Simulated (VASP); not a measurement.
# Ir: relaxation of cell and atoms with PBE+D3(BJ)

The system is Ir.

```
Ir
1.0
     0.00000    1.88313    1.88313
     1.88313    0.00000    1.88313
     1.88313    1.88313    0.00000
Ir
1
Direct
  0.00000 0.00000 0.00000
```

```yaml
Program: VASP 6.6.1
Task: relaxation of cell and atoms
Functional: PBE
Dispersion: D3(BJ)
Potentials_or_basis: VASP PAW PBE potentials, release 64 (Ir)
Cutoff: 650 eV
k_mesh: 17 × 17 × 17
Occupations: fermi-dirac, width 0.02 eV
Spin: no spin polarisation
Tolerance_level: standard
Purpose: cell
Passes: 3
Further_INCAR_settings: ALGO = Normal; EDIFF = 1e-07
```

The relaxed volume is 14.18 Å³/atom, the relaxed cell is a = 2.717 Å, b = 2.717 Å, c = 2.717 Å, α = 60.00°, β = 60.00°, γ = 60.00° and the space group after relaxing (to 0.1 Å) is Fm-3m (No. 225). The energy gained by relaxing is 64.2 meV/atom and the ionic steps are 21. The pressure after relaxing is 0.0 GPa and the band gap on the k mesh is zero (an odd number of electrons rules out a gap without spin polarisation). The dispersion energy per atom is -0.733 eV.

Step by step:
```csv
step,energy change (eV),largest force (eV/Å),pressure (GPa),volume (Å³)
1,0.0000,0.0000,26.41,13.36
2,0.6946,0.0000,-48.28,18.08
3,-0.0633,0.0000,-2.69,14.29
4,-0.0641,0.0000,-0.29,14.20
5,-0.0642,0.0000,0.18,14.18
6,-0.0642,0.0000,0.18,14.18
7,-0.0642,0.0000,0.16,14.18
8,-0.0642,0.0000,0.16,14.18
9,-0.0642,0.0000,0.16,14.18
10,-0.0642,0.0000,0.16,14.18
11,-0.0642,0.0000,0.16,14.18
12,-0.0642,0.0000,0.16,14.18
13,-0.0642,0.0000,0.15,14.18
14,-0.0642,0.0000,0.15,14.18
15,-0.0642,0.0000,0.14,14.18
16,-0.0642,0.0000,0.11,14.18
17,-0.0642,0.0000,0.06,14.18
18,-0.0642,0.0000,-0.05,14.19
19,-0.0642,0.0000,0.00,14.18
20,-0.0642,0.0000,-0.01,14.18
21,-0.0642,0.0000,-0.01,14.18
```

Final structure:
```yaml
crystal:
  lattice:
    - [0.00000, 1.92131, 1.92131]
    - [1.92131, 0.00000, 1.92131]
    - [1.92131, 1.92131, 0.00000]
  atoms:
    - { symbol: Ir, position: [0.00000, 0.00000, 0.00000] }
```

Levels at points of the mesh, in eV from the Fermi level:
| k point | band 2 | band 3 | band 4 | band 5 | band 6 | band 7 |
| --- | --- | --- | --- | --- | --- | --- |
| (0.00, 0.00, 0.00) | -3.74 | -3.74 | -3.74 | -1.07 | -1.07 | 14.46 |

Wall time 2.6 min on 1 thread of Intel(R) Xeon(R) Platinum 8259CL CPU @ 2.50GHz (Skylake/Cascade Lake), on a shared host, peak memory 0.18 GiB.

Caveat: spin-orbit coupling is left out, which moves the levels of the heavy elements. Zero-point motion and thermal expansion aren't in these numbers.
